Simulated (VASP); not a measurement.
# SiC (P6_3mc) in VASP: notebook

Runs on SiC. Level: r2SCAN. Tasks: single point.

Everything below comes from runs of VASP 6.6.1. Logs are shortened: lines on timing, memory, paths and dates and some standing lists are left out, and cuts for length are marked.

## (1) The cell of the first run

The structure is hexagonal, space group P6_3mc (No. 186). The conventional cell has a = 3.198 Å, b = 3.198 Å, c = 5.048 Å, α = 90.00°, β = 90.00°, γ = 120.00°. Si (site symmetry 3m) has 4 C at 1.90 to 1.95 Å within 2.5 Å. Within 2.5 Å of C (site symmetry 3m) lie 4 Si at 1.90 to 1.95 Å.

## (2) Single point, r2SCAN (strain +0.040 along x and y, +0.000 along z)

POSCAR reads:

```
SiC
1.0
    3.1982028079      0.0000000000      0.0000000000
   -1.5991014040      2.7697248781      0.0000000000
    0.0000000000      0.0000000000      5.0481668526
Si C
2 2
Direct
    0.3333333333      0.6666666667      0.0046028828
    0.6666666667      0.3333333333      0.5046028828
    0.3333333333      0.6666666667      0.3803971172
    0.6666666667      0.3333333333      0.8803971172
```

INCAR.step1 reads:

```
SYSTEM = SiC
  PREC = Accurate
  ENCUT = 520
  ISMEAR = 0
  SIGMA = 0.05
  LREAL = .FALSE.
  LASPH = .TRUE.
  NELM = 100
  NBANDS = 16
  GGA = PE
  ALGO = Normal
  EDIFF = 1E-4
  LWAVE = .TRUE.
  LCHARG = .FALSE.
```

INCAR.step2 reads:

```
SYSTEM = SiC
  PREC = Accurate
  ENCUT = 520
  EDIFF = 1E-6
  ISMEAR = 0
  SIGMA = 0.05
  LREAL = .FALSE.
  LASPH = .TRUE.
  NELM = 100
  ALGO = Normal
  ISIF = 2
  LWAVE = .FALSE.
  LCHARG = .TRUE.
  METAGGA = R2SCAN
  LMIXTAU = .TRUE.
  LELF = .TRUE.
  LVHAR = .TRUE.
  NBANDS = 16
  ISTART = 1
```

KPOINTS reads:

```
regular mesh
0
G
  12 12 6
  0 0 0
```

Potentials or basis: VASP PAW PBE potentials, release 64 (Si, C).

Run with:

```
> cat potpaw_PBE.64/Si/POTCAR potpaw_PBE.64/C/POTCAR > POTCAR
> cp INCAR.step1 INCAR
> mpirun -np 1 vasp_std > vasp.out
> cp INCAR.step2 INCAR
> mpirun -np 1 vasp_std > vasp.out
```

OUTCAR:

```text
SYSTEM = SiC
   PREC = Accurate
   ENCUT = 520
   EDIFF = 1E-6
   ISMEAR = 0
   LREAL = .FALSE.
   LASPH = .TRUE.
   NELM = 100
   ISIF = 2
   METAGGA = R2SCAN
   ISTART = 1

 ion  position               nearest neighbor table
   1  0.333  0.667  0.005-   3 1.90   4 1.95   4 1.95   4 1.95   2 3.13   2 3.13   2 3.13   2 3.13
                             2 3.13   2 3.13
   2  0.667  0.333  0.505-   4 1.90   3 1.95   3 1.95   3 1.95   1 3.13   1 3.13   1 3.13   1 3.13
                             1 3.13   1 3.13
   3  0.333  0.667  0.380-   1 1.90   2 1.95   2 1.95   2 1.95
   4  0.667  0.333  0.880-   2 1.90   1 1.95   1 1.95   1 1.95

  LATTYP: Found a hexagonal cell.
 ALAT       =     3.1982028079
 C/A-ratio  =     1.5784386281

  Lattice vectors:

 A1 = (   3.1982028079,   0.0000000000,   0.0000000000)
 A2 = (  -1.5991014040,   2.7697248781,   0.0000000000)
 A3 = (   0.0000000000,   0.0000000000,   5.0481668526)

Analysis of symmetry for initial positions (statically):
=====================================================================
 Subroutine PRICEL returns:
 Original cell was already a primitive cell.

 Routine SETGRP: Setting up the symmetry group for a
 hexagonal supercell.

 Subroutine GETGRP returns: Found 12 space group operations
 (whereof  6 operations were pure point group operations)
 out of a pool of 24 trial point group operations.

The static configuration has the point symmetry C_3v.
 The point group associated with its full space group is C_6v.

Analysis of symmetry for dynamics (positions and initial velocities):
=====================================================================
 Subroutine PRICEL returns:
 Original cell was already a primitive cell.

 Routine SETGRP: Setting up the symmetry group for a
 hexagonal supercell.

 Subroutine GETGRP returns: Found 12 space group operations
 (whereof  6 operations were pure point group operations)
 out of a pool of 24 trial point group operations.

The dynamic configuration has the point symmetry C_3v.
 The point group associated with its full space group is C_6v.

 Subroutine INISYM returns: Found 12 space group operations
 (whereof  6 operations are pure point group operations),
 and found     1 'primitive' translations

----------------------------------------------------------------------------------------

                                     Primitive cell

  volume of cell :      44.7174

  direct lattice vectors                    reciprocal lattice vectors
     3.198202808  0.000000000  0.000000000     0.312675606  0.180523345  0.000000000
    -1.599101404  2.769724878  0.000000000     0.000000000  0.361046690  0.000000000
     0.000000000  0.000000000  5.048166853     0.000000000  0.000000000  0.198091709

  length of vectors
     3.198202808  3.198202808  5.048166853     0.361046690  0.361046690  0.198091709

  position of ions in fractional coordinates (direct lattice)
     0.333333333  0.666666667  0.004602883
     0.666666667  0.333333333  0.504602883
     0.333333333  0.666666667  0.380397117
     0.666666667  0.333333333  0.880397117

  ion indices of the primitive-cell ions
   primitive index   ion index
                 1           1
                 2           2
                 3           3
                 4           4

----------------------------------------------------------------------------------------

 KPOINTS: regular mesh

Automatic generation of k-mesh.
 Grid dimensions read from file:
 generate k-points for:   12   12    6

 Generating k-lattice:

  Cartesian coordinates                     Fractional coordinates (reciprocal lattice)
     0.026056300  0.015043612  0.000000000     0.083333333 -0.000000000  0.000000000
     0.000000000  0.030087224  0.000000000     0.000000000  0.083333333  0.000000000
     0.000000000  0.000000000  0.033015285     0.000000000  0.000000000  0.166666667

  Length of vectors
     0.030087224  0.030087224  0.033015285

  Shift w.r.t. Gamma in fractional coordinates (k-lattice)
     0.000000000  0.000000000  0.000000000

 Subroutine IBZKPT returns following result:
 ===========================================

 Found     76 irreducible k-points:

 Following reciprocal coordinates:
            Coordinates               Weight
  0.000000  0.000000  0.000000      1.000000
  0.083333  0.000000  0.000000      6.000000
  0.166667  0.000000  0.000000      6.000000
  0.250000  0.000000  0.000000      6.000000
  0.333333  0.000000  0.000000      6.000000
  0.416667  0.000000  0.000000      6.000000
[... 16 lines left out ...]
  0.250000  0.000000  0.166667     12.000000
  0.333333  0.000000  0.166667     12.000000
 [... further k-points ...]
   k-points           NKPTS =     76   k-points in BZ     NKDIM =     76   number of bands    NBANDS=     16
   number of dos      NEDOS =    301   number of ions     NIONS =      4
   total plane-waves  NPLWV =  23040
   dimension x,y,z NGX =    24 NGY =   24 NGZ =   40
   dimension x,y,z NGXF=    48 NGYF=   48 NGZF=   80
   ions per type =               2   2
   NGX,Y,Z   is equivalent  to a cutoff of  12.48, 12.48, 13.17 a.u.
   NGXF,Y,Z  is equivalent  to a cutoff of  24.95, 24.95, 26.35 a.u.
 SYSTEM =  SiC
   PREC   = accura    normal or accurate (medium, high low for compatibility)
   ISTART =      1    job   : 0-new  1-cont  2-samecut
   ICHARG =      0    charge: 1-file 2-atom 10-const
   ISPIN  =      1    spin polarized calculation?
   LNONCOLLINEAR =      F non collinear calculations
   LSORBIT =      F    spin-orbit coupling
   LASPH  =      T    aspherical Exc in radial PAW
   ENCUT  =  520.0 eV  38.22 Ry    6.18 a.u.   5.95  5.95  9.39*2*pi/ulx,y,z
   NELM   =    100;   NELMIN=  2; NELMDL=  0     # of ELM steps
   EDIFF  = 0.1E-05   stopping-criterion for ELM
   LREAL  =      F    real-space projection
   EDIFFG = 0.1E-04   stopping-criterion for IOM
   NSW    =      0    number of steps for IOM
   IBRION =     -1    ionic relax: 0-MD 1-quasi-New 2-CG
   NFREE  =      0    steps in history (QN), initial steepest desc. (CG)
   ISIF   =      2    stress and relaxation
   ISYM   =      2    0-nonsym 1-usesym 2-fastsym
   POTIM  = 0.5000    time-step for ionic-motion
   TEBEG  =    0.0;   TEEND  =   0.0 temperature during run
   PSTRESS=    0.0 pullay stress
   NELECT =      16.0000    total number of electrons
   NUPDOWN=      -1.0000    fix difference up-down
   EMIN   =  10.00;   EMAX   =-10.00  energy-range for DOS
   EFERMI =   0.00;   METHOD = LEGACY
   ISMEAR =     0;   SIGMA  =   0.05  broadening in eV -4-tet -1-fermi 0-gaus
   EFERMI_NEDOS =   21; number of points for ismear=-14 and -15
   IALGO  =     38    algorithm
   IMIX   =      4    mixing-type and parameters
     AMIX     =   0.40;   BMIX     =  1.00
     AMIX_MAG =   1.60;   BMIX_MAG =  1.00
  volume/ion in A,a.u.               =      11.18        75.44
  Fermi-wavevector in a.u.,A,eV,Ry     =   1.162223  2.196283 18.378230  1.350762
  Thomas-Fermi vector in A             =   2.298786
   LORBIT       =      0    0 simple, 1 ext, 2 COOP (PROOUT), +10 PAW based schemes
   METAGGA = R2SCAN    functional components
   LHFCALC =     F    Hartree Fock is set to
   AEXX    =    0.0000 exact exchange contribution
   IVDW    =     0    specifies the selected vdW correction
   LEPSILON=     F    determine dielectric tensor
   LRPA    =     F    only Hartree local field effects (RPA)
 non-spin polarized calculation
 Gauss-broadening in eV      SIGMA  =   0.05
  energy-cutoff  :      520.00
  volume of cell :       44.72
 maximum number of plane-waves:      1236
 NGX is ok and might be reduce to    24
   NGX = 11   NGY = 11   NGZ = 19

 number of electron      16.0000000 magnetization

 Free energy of the ion-electron system (eV)
  ---------------------------------------------------
  ext. energy  EPLUGINS =         0.00000000
  ---------------------------------------------------
  free energy    TOTEN  =       -38.39175941 eV

  energy without entropy =      -38.39175941  energy(sigma->0) =      -38.39175941

 E-fermi :   7.5295     XC(G=0): -11.5778

 val. band max:        7.2788862546   @ k =   0.0000   0.0000   0.0000
 cond. band min:      10.0579422381   @ k =   0.5000   0.0000   0.0000
 fundamental gap:      2.7790559836
 Fermi energy:         7.5294773246

 k-point     1 :       0.0000    0.0000    0.0000
  band No.  band energies     occupation
      1      -8.4541      2.00000
      2      -4.8008      2.00000
      3      -1.2209      2.00000
      4       5.7047      2.00000
      5       5.7047      2.00000
      6       7.2567      2.00000
[... 8 lines left out ...]
     15      16.2330      0.00000
     16      18.6970      0.00000

 k-point     2 :       0.0833    0.0000    0.0000
  band No.  band energies     occupation
      1      -8.3405      2.00000
      2      -4.7089      2.00000
      3      -1.1210      2.00000
      4       5.0294      2.00000
      5       5.5057      2.00000
      6       6.7621      2.00000
[... 8 lines left out ...]
     15      16.5447      0.00000
     16      17.9126      0.00000

 k-point     3 :       0.1667    0.0000    0.0000
  band No.  band energies     occupation
      1      -8.0035      2.00000
      2      -4.4449      2.00000
      3      -0.8337      2.00000
      4       3.5999      2.00000
      5       5.0501      2.00000
      6       5.6410      2.00000
[... 8 lines left out ...]
     15      17.0983      0.00000
     16      17.2602      0.00000
[... 362 lines left out ...]
 k-point    23 :       0.2500    0.0000    0.1667
  band No.  band energies     occupation
      1      -7.3195      2.00000
      2      -4.5257      2.00000
      3       0.1101      2.00000
      4       2.3761      2.00000
      5       3.8394      2.00000
      6       4.6586      2.00000
[... 8 lines left out ...]
     15      18.0802      0.00000
     16      18.3049      0.00000

 k-point    24 :       0.3333    0.0000    0.1667
  band No.  band energies     occupation
      1      -6.5986      2.00000
      2      -4.0518      2.00000
      3      -0.1631      2.00000
      4       1.8242      2.00000
      5       2.4897      2.00000
      6       4.2483      2.00000
[... 8 lines left out ...]
     15      18.9491      0.00000
     16      19.3612      0.00000

 [... further k-points ...]

------------------------ aborting loop because EDIFF is reached ----------------------------------------

  FORCE on cell =-STRESS in cart. coord.  units (eV):
  Direction    XX          YY          ZZ          XY          YZ          ZX
  --------------------------------------------------------------------------------------
  -------------------------------------------------------------------------------------
  Total       -6.0477186     -6.0477186     -0.5745803      0.0000000      0.0000000     -0.0000000
  in kB     -216.6834919   -216.6834919    -20.5866154      0.0000000      0.0000000     -0.0000000
  external PRESSURE =    -151.3178664 kB  Pullay stress =       0.0000000 kB

 VOLUME and BASIS-vectors are now :
 -----------------------------------------------------------------------------
  energy-cutoff  :      520.00
  volume of cell :       44.72
      direct lattice vectors                 reciprocal lattice vectors
     3.198202808  0.000000000  0.000000000     0.312675606  0.180523345  0.000000000
    -1.599101404  2.769724878  0.000000000     0.000000000  0.361046690  0.000000000
     0.000000000  0.000000000  5.048166853     0.000000000  0.000000000  0.198091709

 POSITION                                       TOTAL-FORCE (eV/Angst)
 -----------------------------------------------------------------------------------
     -0.00000      1.84648      0.02324        -0.000000     -0.000000     -0.258319
      1.59910      0.92324      2.54732         0.000000      0.000000     -0.258319
     -0.00000      1.84648      1.92031         0.000000     -0.000000      0.258319
      1.59910      0.92324      4.44439         0.000000      0.000000      0.258319
 -----------------------------------------------------------------------------------
    total drift:                                0.000000      0.000000      0.000268

  FREE ENERGIE OF THE ION-ELECTRON SYSTEM (eV)
  ---------------------------------------------------
  free  energy   TOTEN  =       -38.3917594133 eV

  energy  without entropy=      -38.3917594133  energy(sigma->0) =      -38.39175941
```

Run time: 2.7 min. Hardware: 1 thread of Intel Xeon 8259CL, shared host; peak memory 0.19 GiB.

Results:

| Quantity | Value |
| --- | --- |
| Free energy | -38.3918 eV |
| Pressure | -15.1 GPa |
| Largest force | 0.258 eV/Å |
| Band gap on the k mesh | 2.78 eV (least direct gap 3.92 eV) |

Forces in eV/Å, atoms in the order of the input:
```
Si   0.000  0.000 -0.258
Si   0.000  0.000 -0.258
C    0.000  0.000  0.258
C    0.000  0.000  0.258
```

Caveat: the cell differs from its parent crystal (strain +0.040 along x and y, +0.000 along z); the cell stands under tension; the PAW data sets were made with another functional, which shifts forces and pressure a little. A k mesh can miss the band edges.

## (3) Single point, r2SCAN (strain +0.080 along x and y, -0.040 along z)

POSCAR reads:

```
SiC
1.0
    3.3212106082      0.0000000000      0.0000000000
   -1.6606053041      2.8762527580      0.0000000000
    0.0000000000      0.0000000000      4.8462401785
Si C
2 2
Direct
    0.3333333333      0.6666666667      0.0046028828
    0.6666666667      0.3333333333      0.5046028828
    0.3333333333      0.6666666667      0.3803971172
    0.6666666667      0.3333333333      0.8803971172
```

INCAR.step1 reads:

```
ALGO     = Normal         # electronic algorithm
EDIFF    = 1E-4           # SCF threshold, eV
ENCUT    = 520            # plane-wave cutoff, eV
GGA      = PE             # functional
ISMEAR   = 0              # smearing method
LASPH    = T              # aspherical terms in the spheres
LCHARG   = F              # write CHGCAR
LREAL    = F              # projectors in reciprocal space
LWAVE    = T              # write WAVECAR
NBANDS   = 16             # bands
NELM     = 80             # most SCF steps
PREC     = Accurate       # precision mode
SIGMA    = 0.05           # smearing width, eV
```

INCAR.step2 reads:

```
ALGO     = Normal         # electronic algorithm
EDIFF    = 1E-7           # SCF threshold, eV
ENCUT    = 520            # plane-wave cutoff, eV
ISIF     = 2              # what is computed and relaxed
ISMEAR   = 0              # smearing method
ISTART   = 1            
LASPH    = T              # aspherical terms in the spheres
LCHARG   = F              # write CHGCAR
LMIXTAU  = T            
LREAL    = F              # projectors in reciprocal space
LWAVE    = F              # write WAVECAR
METAGGA  = R2SCAN         # meta-GGA
NBANDS   = 16             # bands
NELM     = 80             # most SCF steps
PREC     = Accurate       # precision mode
SIGMA    = 0.05           # smearing width, eV
```

KPOINTS reads:

```
k-points
0
Gamma
  12 12 6
```

Potentials or basis: VASP PAW PBE potentials, release 64 (Si, C).

Run with:

```
> cat potpaw_PBE.64/Si/POTCAR potpaw_PBE.64/C/POTCAR > POTCAR
> cp INCAR.step1 INCAR
> mpirun -np 1 vasp_std > vasp.out
> cp INCAR.step2 INCAR
> mpirun -np 1 vasp_std > vasp.out
```

Run time: 4.7 min. Hardware: 1 thread of Intel Xeon 8259CL, shared host; peak memory 0.2 GiB.

The run converged. Its results:

```yaml
Free_energy: -37.6615 eV
Pressure: -17.4 GPa
Largest_force: 1.021 eV/Å
Band_gap_on_the_k_mesh: 2.11 eV (least direct gap 2.61 eV)
```

Forces on the atoms (eV/Å):
```
Si   0.000  0.000 -1.021
Si   0.000  0.000 -1.021
C    0.000  0.000  1.021
C    0.000  0.000  1.021
```

Stress tensor (GPa, compression positive):
```
-36.04   0.00   0.00
  0.00 -36.04   0.00
  0.00   0.00  19.89
```

Levels at points of the mesh, in eV from the valence-band top:
| k point | band 4 | band 5 | band 6 | band 7 | band 8 | band 9 | band 10 | band 11 | band 12 | band 13 |
| --- | --- | --- | --- | --- | --- | --- | --- | --- | --- | --- |
| (0.00, 0.00, 0.00) | -2.04 | -2.04 | -0.06 | -0.06 | 0.00 | 2.61 | 5.33 | 5.63 | 5.63 | 8.64 |
| (0.50, 0.00, 0.00) | -5.59 | -5.38 | -3.83 | -3.23 | -0.94 | 2.11 | 5.12 | 6.43 | 6.71 | 10.86 |
| (0.00, 0.00, 0.50) | -3.75 | -1.17 | -1.17 | -1.17 | -1.17 | 4.24 | 4.24 | 6.49 | 6.49 | 6.49 |
| (0.50, 0.00, 0.50) | -8.09 | -2.70 | -2.70 | -1.86 | -1.86 | 3.40 | 3.40 | 6.15 | 6.15 | 10.46 |

Caveat: the cell differs from its parent crystal (strain +0.080 along x and y, -0.040 along z); the cell stands under tension; the PAW data sets were made with another functional, which shifts forces and pressure a little. A k mesh can miss the band edges.

[end of part 1 of 2]
